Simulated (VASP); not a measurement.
Runs of VASP 6.6.1 on I. The structure is cubic, space group Im-3m (No. 229). The conventional cell has a = 4.179 Å, b = 4.179 Å, c = 4.179 Å, α = 90.00°, β = 90.00°, γ = 90.00°. I (site symmetry m-3m) has 14 I at 3.62 to 4.18 Å within 4.8 Å. 

```tsv
k mesh	pressure (GPa)	moment (μB)
15 × 15 × 15	(a)	0.00
10 × 10 × 10	0.4	0.00
8 × 8 × 8	0.6	0.00
12 × 12 × 12	0.4	0.00
```

Alike in all rows: task single point; level r2SCAN; potentials or basis VASP PAW PBE potentials, release 64 (I); spin non-collinear, zero start, SOC; cell as given; cutoff (eV) 520; smearing gaussian 0.1 eV.

**Question.** Fill in the values left out.

**Answer.** (a) 0.3.

Caveats: the PAW data sets were made with another functional, which shifts forces and pressure a little.
